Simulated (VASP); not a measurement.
# Ta (Fmmm) in VASP: notebook

Ta is run at these levels: PBE; tasks: single point.

All numbers are computed with VASP 6.6.1; they aren't measurements. Logs are shortened: lines on timing, memory, paths and dates and some standing lists are left out, and cuts for length are marked.

### 1 The cell of the first run

Symmetry: Fmmm, No. 69, orthorhombic system. The conventional cell has a = 3.303 Å, b = 4.630 Å, c = 4.711 Å, α = 90.00°, β = 90.00°, γ = 90.00°. Within 3.7 Å of Ta (site symmetry mmm) lie 14 Ta at 2.84 to 3.30 Å.

### 2 Single point, PBE (strain +0.0175 x Voigt [0, 0, 0, 0, 1, 0])

INCAR

```
SYSTEM = Ta
PREC = Accurate
ENCUT = 520
EDIFF = 1E-7
ISMEAR = 0
SIGMA = 0.15
LREAL = .False.
LASPH = .True.
NELM = 80
ALGO = Fast
ISIF = 2
LWAVE = .False.
LCHARG = .False.
GGA = PE
NBANDS = 12
```

KPOINTS

```
Automatic mesh
0
Gamma
  20 20 20
  0 0 0
```

POSCAR

```
Ta
1.0
   -1.6368313000      1.6512800000      1.6368313000
    1.6657287000     -1.6512800000      1.6657287000
    1.6368313000      1.6512800000     -1.6368313000
Ta
1
Direct
    0.0000000000      0.0000000000      0.0000000000
```

Potentials or basis: VASP PAW PBE potentials, release 64 (Ta_pv).

Started as:

```bash
$ cat potpaw_PBE.64/Ta_pv/POTCAR > POTCAR
$ mpirun -np 1 vasp_std > vasp.out
```

OUTCAR:

```text
SYSTEM = Ta
   PREC = Accurate
   ENCUT = 520
   EDIFF = 1E-7
   ISMEAR = 0
   LREAL = .False.
   LASPH = .True.
   NELM = 80
   ISIF = 2
   GGA = PE

 ion  position               nearest neighbor table
   1  0.000  0.000  0.000-

  LATTYP: Found a face centered orthorhombic cell.
 ALAT       =     3.3025600000
 B/A-ratio  =     1.4018391937
 C/A-ratio  =     1.4265879310

  Lattice vectors:

 A1 = (  -0.0288974000,   0.0000000000,  -3.3025600000)
 A2 = (  -1.6657287000,   1.6512800000,  -1.6657287000)
 A3 = (   1.6368313000,   1.6512800000,  -1.6368313000)

Analysis of symmetry for initial positions (statically):
=====================================================================
 Subroutine PRICEL returns:
 Original cell was already a primitive cell.

 Routine SETGRP: Setting up the symmetry group for a
 face centered orthorhombic supercell.

 Subroutine GETGRP returns: Found  8 space group operations
 (whereof  8 operations were pure point group operations)
 out of a pool of  8 trial point group operations.

The static configuration has the point symmetry D_2h.

Analysis of symmetry for dynamics (positions and initial velocities):
=====================================================================
 Subroutine PRICEL returns:
 Original cell was already a primitive cell.

 Routine SETGRP: Setting up the symmetry group for a
 face centered orthorhombic supercell.

 Subroutine GETGRP returns: Found  8 space group operations
 (whereof  8 operations were pure point group operations)
 out of a pool of  8 trial point group operations.

The dynamic configuration has the point symmetry D_2h.

 Subroutine INISYM returns: Found  8 space group operations
 (whereof  8 operations are pure point group operations),
 and found     1 'primitive' translations

----------------------------------------------------------------------------------------

                                     Primitive cell

  volume of cell :      18.0090

  direct lattice vectors                    reciprocal lattice vectors
    -1.636831300  1.651280000  1.636831300    -0.002649663  0.302795407  0.302818592
     1.665728700 -1.651280000  1.665728700     0.300168929  0.000000000  0.300168929
     1.636831300  1.651280000 -1.636831300     0.302818592  0.302795407 -0.002649663

  length of vectors
[... 87 lines left out ...]
   ISYM   =      2    0-nonsym 1-usesym 2-fastsym
   POTIM  = 0.5000    time-step for ionic-motion
   TEBEG  =    0.0;   TEEND  =   0.0 temperature during run
   PSTRESS=    0.0 pullay stress
   NELECT =      11.0000    total number of electrons
   NUPDOWN=      -1.0000    fix difference up-down
   EMIN   =  10.00;   EMAX   =-10.00  energy-range for DOS
   EFERMI =   0.00;   METHOD = LEGACY
   ISMEAR =     0;   SIGMA  =   0.15  broadening in eV -4-tet -1-fermi 0-gaus
   EFERMI_NEDOS =   21; number of points for ismear=-14 and -15
   IALGO  =     68    algorithm
   IMIX   =      4    mixing-type and parameters
     AMIX     =   0.40;   BMIX     =  1.00
     AMIX_MAG =   1.60;   BMIX_MAG =  1.00
  volume/ion in A,a.u.               =      18.01       121.53
  Fermi-wavevector in a.u.,A,eV,Ry     =   1.389023  2.624873 26.250874  1.929385
  Thomas-Fermi vector in A             =   2.513093
   LORBIT       =      0    0 simple, 1 ext, 2 COOP (PROOUT), +10 PAW based schemes
   GGA     = PE    functional components
   LHFCALC =     F    Hartree Fock is set to
   AEXX    =    0.0000 exact exchange contribution
   IVDW    =     0    specifies the selected vdW correction
   LEPSILON=     F    determine dielectric tensor
   LRPA    =     F    only Hartree local field effects (RPA)
 non-spin polarized calculation
 RMM-DIIS sequential band-by-band and
 Gauss-broadening in eV      SIGMA  =   0.15
  energy-cutoff  :      520.00
  volume of cell :       18.01
 maximum number of plane-waves:       495
 NGX is ok and might be reduce to    24
   NGX = 11   NGY = 11   NGZ = 11

 number of electron      11.0000002 magnetization

 Free energy of the ion-electron system (eV)
  ---------------------------------------------------
  ext. energy  EPLUGINS =         0.00000000
  ---------------------------------------------------
  free energy    TOTEN  =       -11.81606313 eV

  energy without entropy =      -11.80162781  energy(sigma->0) =      -11.80884547

 E-fermi :   5.4787     XC(G=0): -12.6188

 val. band max:        5.4783689152   @ k =   0.2500  -0.4000   0.2500
 cond. band min:       5.4808977108   @ k =  -0.2500   0.0000   0.2500
 fundamental gap:      0.0025287956
 Fermi energy:         5.4787350675

 k-point     1 :       0.0000    0.0000    0.0000
  band No.  band energies     occupation
      1     -27.6110      2.00000
      2     -27.5838      2.00000
      3     -27.5585      2.00000
      4      -2.4291      2.00000
      5       6.0793      0.00000
      6       6.2118      0.00000
      7       6.3644      0.00000
      8       9.4971      0.00000
      9       9.5083      0.00000
     10      20.3351      0.00000
     11      20.5011      0.00000
     12      20.6658      0.00000
[... 331 lines left out ...]
 k-point    24 :      -0.4000    0.0500   -0.0000
  band No.  band energies     occupation
      1     -28.6004      2.00000
      2     -27.9174      2.00000
      3     -27.5980      2.00000
      4       1.0804      2.00000
      5       4.2186      2.00000
      6       5.7549      0.00921
      7       9.3389      0.00000
      8      10.1674      0.00000
      9      11.6614      0.00000
     10      18.4432      0.00000
     11      19.0265      0.00000
     12      20.1988      0.00000

 [... further k-points ...]

------------------------ aborting loop because EDIFF is reached ----------------------------------------

  FORCE on cell =-STRESS in cart. coord.  units (eV):
  Direction    XX          YY          ZZ          XY          YZ          ZX
  --------------------------------------------------------------------------------------
  -------------------------------------------------------------------------------------
  Total        0.3683510      0.3758210      0.3683510     -0.0000000      0.0000000     -0.1619997
  in kB       32.7705360     33.4351076     32.7705360     -0.0000000      0.0000000    -14.4123831
  external PRESSURE =      32.9920599 kB  Pullay stress =       0.0000000 kB

 VOLUME and BASIS-vectors are now :
 -----------------------------------------------------------------------------
  energy-cutoff  :      520.00
  volume of cell :       18.01
      direct lattice vectors                 reciprocal lattice vectors
    -1.636831300  1.651280000  1.636831300    -0.002649663  0.302795407  0.302818592
     1.665728700 -1.651280000  1.665728700     0.300168929  0.000000000  0.300168929
     1.636831300  1.651280000 -1.636831300     0.302818592  0.302795407 -0.002649663

 POSITION                                       TOTAL-FORCE (eV/Angst)
 -----------------------------------------------------------------------------------
      0.00000      0.00000      0.00000         0.000000      0.000000     -0.000000
 -----------------------------------------------------------------------------------
    total drift:                                0.000000      0.000000      0.000000

  FREE ENERGIE OF THE ION-ELECTRON SYSTEM (eV)
  ---------------------------------------------------
  free  energy   TOTEN  =       -11.8160631300 eV

  energy  without entropy=      -11.8016278136  energy(sigma->0) =      -11.80884547
```

stdout:

```text
POSCAR found type information on POSCAR Ta
 POSCAR found :  1 types and       1 ions
 scaLAPACK will be used
 LDA part: xc-table for (Slater+PW92), standard interpolation
 POSCAR, INCAR and KPOINTS ok, starting setup
 FFT: planning ... GRIDC
 FFT: planning ... GRID_SOFT
 FFT: planning ... GRID
 WAVECAR not read
 entering main loop
WARNING in EDDRMM: call to ZHEGV failed, returncode =   8  4     12
WARNING in EDDRMM: call to ZHEGV failed, returncode =   6  3     11
WARNING in EDDRMM: call to ZHEGV failed, returncode =   8  4     12
WARNING in EDDRMM: call to ZHEGV failed, returncode =   8  4     12
WARNING in EDDRMM: call to ZHEGV failed, returncode =   6  3     10
WARNING in EDDRMM: call to ZHEGV failed, returncode =   8  4     11
WARNING in EDDRMM: call to ZHEGV failed, returncode =   6  3     12
WARNING in EDDRMM: call to ZHEGV failed, returncode =   6  3     11
WARNING in EDDRMM: call to ZHEGV failed, returncode =   8  4     10
WARNING in EDDRMM: call to ZHEGV failed, returncode =   8  4     12
WARNING in EDDRMM: call to ZHEGV failed, returncode =   8  4     11
WARNING in EDDRMM: call to ZHEGV failed, returncode =   6  3     12
WARNING in EDDRMM: call to ZHEGV failed, returncode =   8  4     10
WARNING in EDDRMM: call to ZHEGV failed, returncode =   8  4     12
```

It took 2.3 min on 1 thread of Intel Xeon Platinum 8488C (Sapphire Rapids), shared host; peak memory 0.34 GiB.

Results:

```yaml
Free_energy: -11.8161 eV
Pressure: 3.3 GPa
```

Stress tensor (GPa, compression positive):
```
 3.28  0.00 -1.44
 0.00  3.34  0.00
-1.44  0.00  3.28
```

Caveat: the cell differs from its parent crystal (strain +0.0175 x Voigt [0, 0, 0, 0, 1, 0]); spin-orbit coupling is left out, which moves the levels of the heavy elements.

### 3 Single point, PBE (strain +0.0125 x Voigt [0, 0, 0, 0, 1, 0])

INCAR

```
PREC = Accurate
ENCUT = 520
EDIFF = 1E-6
ISMEAR = 0
SIGMA = 0.15
LREAL = F
LASPH = T
NELM = 100
ALGO = Fast
ISIF = 2
LWAVE = F
LCHARG = F
GGA = PE
NBANDS = 12
```

KPOINTS

```
Automatic mesh
0
Gamma
  20 20 20
```

POSCAR

```
Ta
1.0
   -1.6409595000      1.6512800000      1.6409595000
    1.6616005000     -1.6512800000      1.6616005000
    1.6409595000      1.6512800000     -1.6409595000
Ta
1
Direct
    0.0000000000      0.0000000000      0.0000000000
```

Potentials or basis: VASP PAW PBE potentials, release 64 (Ta_pv).

Started as:

```bash
$ cat potpaw_PBE.64/Ta_pv/POTCAR > POTCAR
$ mpirun -np 1 vasp_std > vasp.out
```

Run time: 1.8 min. Hardware: 1 thread of Intel Xeon Platinum 8488C (Sapphire Rapids), shared host; peak memory 0.34 GiB.

Results (log left out):

```
Free energy : -11.8168 eV
Pressure    : 3.3 GPa
```

Stress tensor (GPa, compression positive):
```
 3.25  0.00 -1.03
 0.00  3.29  0.00
-1.03  0.00  3.25
```

Levels at points of the mesh, in eV from the Fermi level:
| k point | band 2 | band 3 | band 4 | band 5 | band 6 | band 7 | band 8 | band 9 | band 10 | band 11 |
| --- | --- | --- | --- | --- | --- | --- | --- | --- | --- | --- |
| (0.00, 0.00, 0.00) | -33.06 | -33.04 | -7.91 | 0.64 | 0.74 | 0.85 | 4.02 | 4.02 | 14.90 | 15.02 |
| (0.50, 0.00, 0.00) | -33.44 | -33.07 | -4.37 | -1.53 | 1.60 | 3.90 | 4.93 | 7.80 | 11.75 | 11.95 |
| (0.00, 0.50, 0.00) | -33.42 | -33.06 | -4.38 | -1.56 | 1.50 | 3.98 | 5.02 | 7.73 | 11.59 | 12.05 |
| (0.50, 0.00, 0.50) | -33.46 | -33.08 | -4.35 | -1.51 | 1.69 | 3.82 | 4.82 | 7.89 | 11.86 | 11.90 |
| (0.50, 0.50, 0.50) | -33.88 | -33.86 | -3.79 | -3.79 | 6.71 | 6.84 | 6.98 | 8.60 | 8.67 | 8.74 |

Caveat: the cell differs from its parent crystal (strain +0.0125 x Voigt [0, 0, 0, 0, 1, 0]); spin-orbit coupling is left out, which moves the levels of the heavy elements.

### 4 Single point, PBE (strain +0.0075 x Voigt [0, 0, 0, 0, 1, 0])

INCAR

```
ALGO = Fast
EDIFF = 1E-6
ENCUT = 520
GGA = PE
ISIF = 2
ISMEAR = 0
LASPH = T
LCHARG = T
LELF = T
LREAL = F
LVHAR = T
LWAVE = F
NBANDS = 12
NELM = 80
PREC = Accurate
SIGMA = 0.15
```

KPOINTS

```
k-points
0
Gamma
  20 20 20
```

POSCAR

```
Ta
1.0
   -1.6450877000      1.6512800000      1.6450877000
    1.6574723000     -1.6512800000      1.6574723000
    1.6450877000      1.6512800000     -1.6450877000
Ta
1
Direct
    0.0000000000      0.0000000000      0.0000000000
```

Started as:

```bash
$ cat potpaw_PBE.64/Ta_pv/POTCAR > POTCAR
$ mpirun -np 1 vasp_std > vasp.out
```

Wall time 1.8 min (1 thread of Intel Xeon Platinum 8488C (Sapphire Rapids), shared host); peak memory 0.34 GiB.

Results (log left out):

- Free energy: -11.8172 eV
- Pressure: 3.3 GPa

Stress tensor (GPa, compression positive):
```
 3.26  0.00 -0.62
 0.00  3.27  0.00
-0.62  0.00  3.26
```

Levels at points of the mesh, in eV from the Fermi level:
```csv
k point,band 3,band 4,band 5,band 6,band 7,band 8,band 9,band 10
"(0.00, 0.00, 0.00)",-33.05,-7.91,0.68,0.74,0.80,4.02,4.02,14.95
"(0.50, 0.00, 0.00)",-33.07,-4.37,-1.53,1.60,3.90,4.93,7.81,11.74
"(0.00, 0.50, 0.00)",-33.06,-4.38,-1.55,1.54,3.95,4.99,7.76,11.65
"(0.50, 0.00, 0.50)",-33.08,-4.36,-1.52,1.65,3.85,4.87,7.86,11.83
"(0.50, 0.50, 0.50)",-33.87,-3.79,-3.79,6.77,6.84,6.93,8.62,8.67
```

Caveat: the cell differs from its parent crystal (strain +0.0075 x Voigt [0, 0, 0, 0, 1, 0]); spin-orbit coupling is left out, which moves the levels of the heavy elements.

### 5 Single point, PBE (strain +0.0025 x Voigt [0, 0, 0, 0, 1, 0])

INCAR

```
SYSTEM = Ta
  ALGO = Fast
  EDIFF = 1E-6
  ENCUT = 520
  GGA = PE
  ISIF = 2
  ISMEAR = 0
  LASPH = .TRUE.
  LCHARG = .FALSE.
  LREAL = .FALSE.
  LWAVE = .FALSE.
  NBANDS = 12
  NELM = 100
  PREC = Accurate
  SIGMA = 0.15
```

KPOINTS

```
k-points
0
G
  20 20 20
  0 0 0
```

POSCAR

```
Ta
1.0
   -1.6492159000      1.6512800000      1.6492159000
    1.6533441000     -1.6512800000      1.6533441000
    1.6492159000      1.6512800000     -1.6492159000
Ta
1
Direct
    0.0000000000      0.0000000000      0.0000000000
```

Started as:

```bash
$ cat potpaw_PBE.64/Ta_pv/POTCAR > POTCAR
$ mpirun -np 1 vasp_std > vasp.out
```

Run time: 1.7 min. Hardware: 1 thread of Intel Xeon Platinum 8488C (Sapphire Rapids), shared host; peak memory 0.34 GiB.

It converged, with:

```
Free energy : -11.8175 eV
Pressure    : 3.3 GPa
```

Stress tensor (GPa, compression positive):
```
 3.26  0.00 -0.21
 0.00  3.26  0.00
-0.21  0.00  3.26
```

Levels at points of the mesh, in eV from the Fermi level:
| k point | band 4 | band 5 | band 6 | band 7 | band 8 | band 9 |
| --- | --- | --- | --- | --- | --- | --- |
| (0.00, 0.00, 0.00) | -7.91 | 0.72 | 0.74 | 0.76 | 4.02 | 4.02 |
| (0.50, 0.00, 0.00) | -4.37 | -1.53 | 1.60 | 3.90 | 4.93 | 7.81 |
| (0.00, 0.50, 0.00) | -4.37 | -1.54 | 1.58 | 3.92 | 4.95 | 7.79 |
| (0.50, 0.00, 0.50) | -4.36 | -1.53 | 1.62 | 3.88 | 4.91 | 7.82 |
| (0.50, 0.50, 0.50) | -3.79 | -3.79 | 6.82 | 6.85 | 6.87 | 8.65 |

Caveat: the cell differs from its parent crystal (strain +0.0025 x Voigt [0, 0, 0, 0, 1, 0]); spin-orbit coupling is left out, which moves the levels of the heavy elements.

### 6 Summary

```csv
cell,further INCAR settings,gap on the mesh (eV),pressure (GPa)
"a = 2.843, b = 2.877 Å, angles 109.5, 109.0, 109.5°, 1 atom",ALGO = Fast; EDIFF = 1e-07; NBANDS = 12,none,3.3
"a = 2.848, b = 2.872 Å, angles 109.5, 109.1, 109.5°, 1 atom",ALGO = Fast; EDIFF = 1e-06; NBANDS = 12,none,3.3
"a = 2.853, b = 2.867 Å, angles 109.5, 109.3, 109.5°, 1 atom",ALGO = Fast; EDIFF = 1e-06; NBANDS = 12,none,3.3
"a = 2.858, b = 2.862 Å, angles 109.5, 109.4, 109.5°, 1 atom",ALGO = Fast; EDIFF = 1e-06; NBANDS = 12,none,3.3
```

Alike in all rows: task single point; level PBE; potentials or basis VASP PAW PBE potentials, release 64 (Ta_pv); no spin polarisation; k mesh 20 × 20 × 20; cutoff (eV) 520; smearing gaussian 0.15 eV.

Caveats: spin-orbit coupling is left out, which moves the levels of the heavy elements.

Absolute energies hang on the potentials; compare differences alone.
